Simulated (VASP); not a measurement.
Set up this calculation in VASP 6.6.1, as the native input.

```yaml
Task: single point
Functional: PBE
Dispersion: D3(BJ)
Potentials_or_basis: VASP PAW PBE potentials, release 64 (Li_sv)
Cutoff: 520 eV
k_mesh: 18 × 18 × 18
Occupations: gaussian, width 0.1 eV
Spin: no spin polarisation
Dipole_correction: no
Further_INCAR_settings: ALGO = Fast; EDIFF = 1e-07; NBANDS = 8
```

The structure of Li lies in POSCAR:

```
Li
1.0
    0.0000000000      2.0458486195      2.0458486195
    2.0458486195      0.0000000000      2.0458486195
    2.0458486195      2.0458486195      0.0000000000
Li
1
Direct
    0.0000000000      0.0000000000      0.0000000000
```

This cell differs from its parent crystal: volume scaled by 0.94.

The input as run:

INCAR

```
SYSTEM = Li
  ALGO = Fast
  EDIFF = 1E-7
  ENCUT = 520
  GGA = PE
  ISIF = 2
  ISMEAR = 0
  IVDW = 12
  LASPH = .TRUE.
  LCHARG = .FALSE.
  LREAL = .FALSE.
  LWAVE = .FALSE.
  NBANDS = 8
  NELM = 60
  PREC = Accurate
  SIGMA = 0.1
```

KPOINTS

```
k-points
0
G
  18 18 18
  0 0 0
```

Potentials or basis: VASP PAW PBE potentials, release 64 (Li_sv).

The run is started by

```bash
$ cat potpaw_PBE.64/Li_sv/POTCAR > POTCAR
$ mpirun -np 1 vasp_std > vasp.out
```

It gave:

```yaml
Dispersion_energy_per_atom: -0.200 eV
```

Run time: 17 s on 1 thread of AMD EPYC 9R45 96-Core Processor (Zen 5), with other jobs on the host, peak memory 0.12 GiB.
